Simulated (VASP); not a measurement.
# Hf2TiB2 (P6/mmm) in VASP: single point with PBE

Aim: the single point of Hf2TiB2 with PBE.

All numbers are computed with VASP 6.6.1; they aren't measurements. Logs are shortened: lines on timing, memory, paths and dates and some standing lists are left out, and cuts for length are marked.

## 1. The cell of the first run

The structure is hexagonal, space group P6/mmm (No. 191). Conventional cell: a = 3.976 Å, b = 3.976 Å, c = 5.045 Å, α = 90.00°, β = 90.00°, γ = 120.00°. Hf (site symmetry -6m2) has 3 Ti at 2.30 Å and 3 Hf at 2.30 Å and 2 B at 2.52 Å within 3.0 Å. Within 3.0 Å of Ti (site symmetry 6/mmm) lie 6 Hf at 2.30 Å. Within 3.0 Å of B (site symmetry -6m2) lie 3 B at 2.30 Å and 2 Hf at 2.52 Å.

## 2. Single point, PBE

Input file INCAR:

```
PREC = Accurate ; ENCUT = 520
EDIFF = 1E-6 ; ISMEAR = 0
SIGMA = 0.1 ; LREAL = F
LASPH = T ; NELM = 80
ALGO = Normal ; ISIF = 2
LWAVE = F ; LCHARG = F
GGA = PE ; NBANDS = 27
```

Input file KPOINTS:

```
Automatic mesh
0
Gamma
  6 6 4
```

Input file POSCAR:

```
Hf2TiB2
1.0
    3.9763088000      0.0000000000      0.0000000000
   -1.9881544000      3.4435844400      0.0000000000
    0.0000000000      0.0000000000      5.0446581600
Hf Ti B
2 1 2
Direct
    0.3333333300      0.6666666700      0.5000000000
    0.6666666700      0.3333333300      0.5000000000
    0.0000000000      0.0000000000      0.5000000000
    0.3333333300      0.6666666700      0.0000000000
    0.6666666700      0.3333333300      0.0000000000
```

Potentials or basis: VASP PAW PBE potentials, release 64 (Hf_pv, Ti_sv, B).

Started as:

```sh
$ cat potpaw_PBE.64/Hf_pv/POTCAR potpaw_PBE.64/Ti_sv/POTCAR potpaw_PBE.64/B/POTCAR > POTCAR
$ mpirun -np 1 vasp_std > vasp.out
```

OUTCAR:

```text
PREC = Accurate
   ENCUT = 520
   EDIFF = 1E-6
   ISMEAR = 0
   LREAL = F
   LASPH = T
   NELM = 80
   ISIF = 2
   GGA = PE

 ion  position               nearest neighbor table
   1  0.333  0.667  0.500-   3 2.30   2 2.30   2 2.30   3 2.30   3 2.30   2 2.30   4 2.52   4 2.52

   2  0.667  0.333  0.500-   3 2.30   1 2.30   1 2.30   3 2.30   3 2.30   1 2.30   5 2.52   5 2.52

   3  0.000  0.000  0.500-   1 2.30   2 2.30   2 2.30   1 2.30   2 2.30   1 2.30
   4  0.333  0.667  0.000-   1 2.52   1 2.52
   5  0.667  0.333  0.000-   2 2.52   2 2.52

  LATTYP: Found a hexagonal cell.
 ALAT       =     3.9763088000
 C/A-ratio  =     1.2686786700

  Lattice vectors:

 A1 = (   3.9763088000,   0.0000000000,   0.0000000000)
 A2 = (  -1.9881544000,   3.4435844400,   0.0000000000)
 A3 = (   0.0000000000,   0.0000000000,   5.0446581600)

Analysis of symmetry for initial positions (statically):
=====================================================================
 Subroutine PRICEL returns:
 Original cell was already a primitive cell.

 Routine SETGRP: Setting up the symmetry group for a
 hexagonal supercell.

 Subroutine GETGRP returns: Found 24 space group operations
 (whereof 24 operations were pure point group operations)
 out of a pool of 24 trial point group operations.

The static configuration has the point symmetry D_6h.

Analysis of symmetry for dynamics (positions and initial velocities):
=====================================================================
 Subroutine PRICEL returns:
 Original cell was already a primitive cell.

 Routine SETGRP: Setting up the symmetry group for a
 hexagonal supercell.

 Subroutine GETGRP returns: Found 24 space group operations
 (whereof 24 operations were pure point group operations)
 out of a pool of 24 trial point group operations.

The dynamic configuration has the point symmetry D_6h.

 Subroutine INISYM returns: Found 24 space group operations
 (whereof 24 operations are pure point group operations),
 and found     1 'primitive' translations

----------------------------------------------------------------------------------------

                                     Primitive cell

  volume of cell :      69.0753

  direct lattice vectors                    reciprocal lattice vectors
     3.976308800  0.000000000  0.000000000     0.251489522  0.145197543  0.000000000
    -1.988154400  3.443584440  0.000000000     0.000000000  0.290395086  0.000000000
     0.000000000  0.000000000  5.044658160     0.000000000  0.000000000  0.198229487

  length of vectors
     3.976308800  3.976308805  5.044658160     0.290395086  0.290395086  0.198229487

  position of ions in fractional coordinates (direct lattice)
     0.333333330  0.666666670  0.500000000
     0.666666670  0.333333330  0.500000000
     0.000000000  0.000000000  0.500000000
     0.333333330  0.666666670  0.000000000
     0.666666670  0.333333330  0.000000000

  ion indices of the primitive-cell ions
   primitive index   ion index
                 1           1
                 2           2
                 3           3
                 4           4
                 5           5

----------------------------------------------------------------------------------------

 KPOINTS: Automatic mesh

Automatic generation of k-mesh.
 Grid dimensions read from file:
 generate k-points for:    6    6    4

 Generating k-lattice:

  Cartesian coordinates                     Fractional coordinates (reciprocal lattice)
     0.041914920  0.024199591  0.000000000     0.166666667  0.000000000  0.000000000
     0.000000000  0.048399181  0.000000000     0.000000000  0.166666667  0.000000000
     0.000000000  0.000000000  0.049557372     0.000000000  0.000000000  0.250000000

  Length of vectors
     0.048399181  0.048399181  0.049557372

  Shift w.r.t. Gamma in fractional coordinates (k-lattice)
     0.000000000  0.000000000  0.000000000

 Subroutine IBZKPT returns following result:
 ===========================================

 Found     21 irreducible k-points:

 Following reciprocal coordinates:
            Coordinates               Weight
  0.000000  0.000000  0.000000      1.000000
  0.166667  0.000000  0.000000      6.000000
  0.333333  0.000000  0.000000      6.000000
  0.500000 -0.000000  0.000000      3.000000
  0.166667  0.166667  0.000000      6.000000
  0.333333  0.166667  0.000000     12.000000
[... 13 lines left out ...]
  0.333333  0.166667  0.500000     12.000000
  0.333333  0.333333  0.500000      2.000000
   k-points           NKPTS =     21   k-points in BZ     NKDIM =     21   number of bands    NBANDS=     27
   number of dos      NEDOS =    301   number of ions     NIONS =      5
   total plane-waves  NPLWV =  36000
   dimension x,y,z NGX =    30 NGY =   30 NGZ =   40
   dimension x,y,z NGXF=    60 NGYF=   60 NGZF=   80
   ions per type =               2   1   2
   NGX,Y,Z   is equivalent  to a cutoff of  12.54, 12.54, 13.18 a.u.
   NGXF,Y,Z  is equivalent  to a cutoff of  25.09, 25.09, 26.36 a.u.
 SYSTEM =  unknown system
   PREC   = accura    normal or accurate (medium, high low for compatibility)
   ISTART =      0    job   : 0-new  1-cont  2-samecut
   ICHARG =      2    charge: 1-file 2-atom 10-const
   ISPIN  =      1    spin polarized calculation?
   LNONCOLLINEAR =      F non collinear calculations
   LSORBIT =      F    spin-orbit coupling
   LASPH  =      T    aspherical Exc in radial PAW
   ENCUT  =  520.0 eV  38.22 Ry    6.18 a.u.   7.39  7.39  9.38*2*pi/ulx,y,z
   NELM   =     80;   NELMIN=  2; NELMDL= -5     # of ELM steps
   EDIFF  = 0.1E-05   stopping-criterion for ELM
   LREAL  =      F    real-space projection
   EDIFFG = 0.1E-04   stopping-criterion for IOM
   NSW    =      0    number of steps for IOM
   IBRION =     -1    ionic relax: 0-MD 1-quasi-New 2-CG
   NFREE  =      0    steps in history (QN), initial steepest desc. (CG)
   ISIF   =      2    stress and relaxation
   ISYM   =      2    0-nonsym 1-usesym 2-fastsym
   POTIM  = 0.5000    time-step for ionic-motion
   TEBEG  =    0.0;   TEEND  =   0.0 temperature during run
   PSTRESS=    0.0 pullay stress
   NELECT =      38.0000    total number of electrons
   NUPDOWN=      -1.0000    fix difference up-down
   EMIN   =  10.00;   EMAX   =-10.00  energy-range for DOS
   EFERMI =   0.00;   METHOD = LEGACY
   ISMEAR =     0;   SIGMA  =   0.10  broadening in eV -4-tet -1-fermi 0-gaus
   EFERMI_NEDOS =   21; number of points for ismear=-14 and -15
   IALGO  =     38    algorithm
   IMIX   =      4    mixing-type and parameters
     AMIX     =   0.40;   BMIX     =  1.00
     AMIX_MAG =   1.60;   BMIX_MAG =  1.00
  volume/ion in A,a.u.               =      13.82        93.23
  Fermi-wavevector in a.u.,A,eV,Ry     =   1.341411  2.534899 24.482095  1.799383
  Thomas-Fermi vector in A             =   2.469647
   LORBIT       =      0    0 simple, 1 ext, 2 COOP (PROOUT), +10 PAW based schemes
   GGA     = PE    functional components
   LHFCALC =     F    Hartree Fock is set to
   AEXX    =    0.0000 exact exchange contribution
   IVDW    =     0    specifies the selected vdW correction
   LEPSILON=     F    determine dielectric tensor
   LRPA    =     F    only Hartree local field effects (RPA)
 non-spin polarized calculation
 Gauss-broadening in eV      SIGMA  =   0.10
  energy-cutoff  :      520.00
  volume of cell :       69.08
 maximum number of plane-waves:      1897
 NGX is ok and might be reduce to    30
   NGX = 15   NGY = 15   NGZ = 19

 number of electron      38.0000004 magnetization

 Free energy of the ion-electron system (eV)
  ---------------------------------------------------
  ext. energy  EPLUGINS =         0.00000000
  ---------------------------------------------------
  free energy    TOTEN  =       -25.87763002 eV

  energy without entropy =      -25.86139289  energy(sigma->0) =      -25.86951145

 E-fermi :   6.2442     XC(G=0): -11.5803

 val. band max:        6.2246192809   @ k =   0.3333   0.0000   0.2500
 cond. band min:       6.3375601968   @ k =   0.5000  -0.0000   0.5000
 fundamental gap:      0.1129409159
 Fermi energy:         6.2442492021

 k-point     1 :       0.0000    0.0000    0.0000
  band No.  band energies     occupation
      1     -49.7958      2.00000
      2     -27.1887      2.00000
      3     -27.1887      2.00000
      4     -26.2256      2.00000
      5     -25.8977      2.00000
      6     -25.8977      2.00000
[... 19 lines left out ...]
     26       9.8853      0.00000
     27      10.0717      0.00000

 k-point     2 :       0.1667    0.0000    0.0000
  band No.  band energies     occupation
      1     -49.8065      2.00000
      2     -27.5645      2.00000
      3     -27.3648      2.00000
      4     -26.1963      2.00000
      5     -25.3857      2.00000
      6     -25.1968      2.00000
[... 19 lines left out ...]
     26       9.5614      0.00000
     27       9.7317      0.00000

 k-point     3 :       0.3333    0.0000    0.0000
  band No.  band energies     occupation
      1     -49.8285      2.00000
      2     -28.0155      2.00000
      3     -27.1539      2.00000
      4     -26.1379      2.00000
      5     -24.6209      2.00000
      6     -24.5523      2.00000
[... 19 lines left out ...]
     26       9.5324      0.00000
     27      10.1593      0.00000

 k-point     4 :       0.5000   -0.0000    0.0000
  band No.  band energies     occupation
      1     -49.8397      2.00000
      2     -28.1840      2.00000
      3     -26.7301      2.00000
      4     -26.1089      2.00000
      5     -24.9999      2.00000
      6     -24.2630      2.00000
[... 19 lines left out ...]
     26      10.4624      0.00000
     27      10.4968      0.00000

 k-point     5 :       0.1667    0.1667    0.0000
  band No.  band energies     occupation
      1     -49.8230      2.00000
      2     -27.6659      2.00000
      3     -27.5375      2.00000
      4     -26.1527      2.00000
      5     -25.0040      2.00000
      6     -24.3430      2.00000
[... 19 lines left out ...]
     26       9.8111      0.00000
     27      10.1614      0.00000

 k-point     6 :       0.3333    0.1667    0.0000
  band No.  band energies     occupation
      1     -49.8400      2.00000
      2     -27.8494      2.00000
      3     -27.0809      2.00000
      4     -26.1099      2.00000
      5     -25.4413      2.00000
      6     -23.7227      2.00000
[... 354 lines left out ...]
      1     -49.8397      2.00000
      2     -28.1838      2.00000
      3     -26.7300      2.00000
      4     -26.1095      2.00000
      5     -24.9995      2.00000
      6     -24.2629      2.00000
[... 19 lines left out ...]
     26      10.7447      0.00000
     27      11.8460      0.00000

 k-point    19 :       0.1667    0.1667    0.5000
  band No.  band energies     occupation
      1     -49.8230      2.00000
      2     -27.6657      2.00000
      3     -27.5373      2.00000
      4     -26.1536      2.00000
      5     -25.0039      2.00000
      6     -24.3428      2.00000
[... 19 lines left out ...]
     26       9.5670      0.00000
     27       9.7630      0.00000

 k-point    20 :       0.3333    0.1667    0.5000
  band No.  band energies     occupation
      1     -49.8400      2.00000
      2     -27.8492      2.00000
      3     -27.0808      2.00000
      4     -26.1106      2.00000
      5     -25.4410      2.00000
      6     -23.7225      2.00000
[... 19 lines left out ...]
     26      10.6681      0.00000
     27      11.3103      0.00000

 k-point    21 :       0.3333    0.3333    0.5000
  band No.  band energies     occupation
      1     -49.8461      2.00000
      2     -27.2443      2.00000
      3     -27.2443      2.00000
      4     -26.2579      2.00000
      5     -26.0975      2.00000
      6     -23.2817      2.00000
[... 19 lines left out ...]
     26      11.9976      0.00000
     27      11.9977      0.00000

------------------------ aborting loop because EDIFF is reached ----------------------------------------

  FORCE on cell =-STRESS in cart. coord.  units (eV):
  Direction    XX          YY          ZZ          XY          YZ          ZX
  --------------------------------------------------------------------------------------
  -------------------------------------------------------------------------------------
  Total       38.4511696     38.4511697     -5.1331824      0.0000000      0.0000000      0.0000000
  in kB      891.8617798    891.8617829   -119.0624175      0.0000000      0.0000000      0.0000000
  external PRESSURE =     554.8870484 kB  Pullay stress =       0.0000000 kB

 VOLUME and BASIS-vectors are now :
 -----------------------------------------------------------------------------
  energy-cutoff  :      520.00
  volume of cell :       69.08
      direct lattice vectors                 reciprocal lattice vectors
     3.976308800  0.000000000  0.000000000     0.251489522  0.145197543  0.000000000
    -1.988154400  3.443584440  0.000000000     0.000000000  0.290395086  0.000000000
     0.000000000  0.000000000  5.044658160     0.000000000  0.000000000  0.198229487

 POSITION                                       TOTAL-FORCE (eV/Angst)
 -----------------------------------------------------------------------------------
     -0.00000      2.29572      2.52233         0.000000     -0.000000      0.000000
      1.98815      1.14786      2.52233        -0.000000      0.000000      0.000000
      0.00000      0.00000      2.52233         0.000000      0.000000      0.000000
     -0.00000      2.29572      0.00000        -0.000000      0.000000      0.000000
      1.98815      1.14786      0.00000         0.000000      0.000000      0.000000
 -----------------------------------------------------------------------------------
    total drift:                               -0.000000      0.000000      0.000000

  FREE ENERGIE OF THE ION-ELECTRON SYSTEM (eV)
  ---------------------------------------------------
  free  energy   TOTEN  =       -25.8776300157 eV

  energy  without entropy=      -25.8613928931  energy(sigma->0) =      -25.86951145
```

It took 94 s on 1 thread of AMD EPYC 7R43 (Zen 3), shared host; peak memory 0.16 GiB.

Results:

| Quantity | Value |
| --- | --- |
| Free energy | -25.8776 eV |
| Pressure | 55.5 GPa |
| Band gap on the k mesh | zero (band 19 reaches 7.12 eV, above the bottom of band 20 at 5.42 eV) |

Stress tensor (GPa, compression positive):
```
 89.19   0.00   0.00
  0.00  89.19   0.00
  0.00   0.00 -11.91
```

Caveat: spin-orbit coupling is left out, which moves the levels of the heavy elements.
